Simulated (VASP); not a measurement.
Input of a VASP 6.6.1 run:

INCAR

```
SYSTEM = Re
PREC     = Accurate       ! precision mode
ENCUT    = 520            ! plane-wave cutoff, eV
EDIFF    = 1E-7           ! SCF threshold, eV
ISMEAR   = 0              ! smearing method
SIGMA    = 0.1            ! smearing width, eV
LREAL    = .FALSE.        ! projectors in reciprocal space
LASPH    = .TRUE.         ! aspherical terms in the spheres
NELM     = 100            ! most SCF steps
ALGO     = Fast           ! electronic algorithm
ISIF     = 2              ! what is computed and relaxed
LWAVE    = .FALSE.        ! write WAVECAR
LCHARG   = .FALSE.        ! write CHGCAR
GGA      = PS             ! functional
NBANDS   = 22             ! bands
```

File KPOINTS:

```
regular mesh
0
G
  15 15 4
  0 0 0
```

The input POSCAR:

```
Re
1.0
    2.7663873939      0.0000000000      0.0000000000
   -1.3831936969      2.3957617598      0.0000000000
    0.0000000000      0.0000000000      8.9388451600
Re
4
Direct
    0.0469579246      0.0939158491      0.0000000000
    0.3333333300      0.6666666700      0.2500000000
    0.0000000000      0.0000000000      0.5000000000
    0.6666666700      0.3333333300      0.7500000000
```

Potentials or basis: VASP PAW PBE potentials, release 64 (Re).

Run with:

```bash
$ cat potpaw_PBE.64/Re/POTCAR > POTCAR
$ mpirun -np 1 vasp_std > vasp.out
```

(1) What does it give for the largest force?

(2) Predict the band gap on the k mesh.

(3) What does it give for the pressure?

Answers

(1) 1.062 eV/Å.

(2) zero (bands 14 and 15 overlap by 2.61 eV).

(3) -5.9 GPa.

Caveat: the cell differs from its parent crystal (one atom moved); the cell stands under tension; the PAW data sets were made with another functional, which shifts forces and pressure a little; spin-orbit coupling is left out, which moves the levels of the heavy elements.
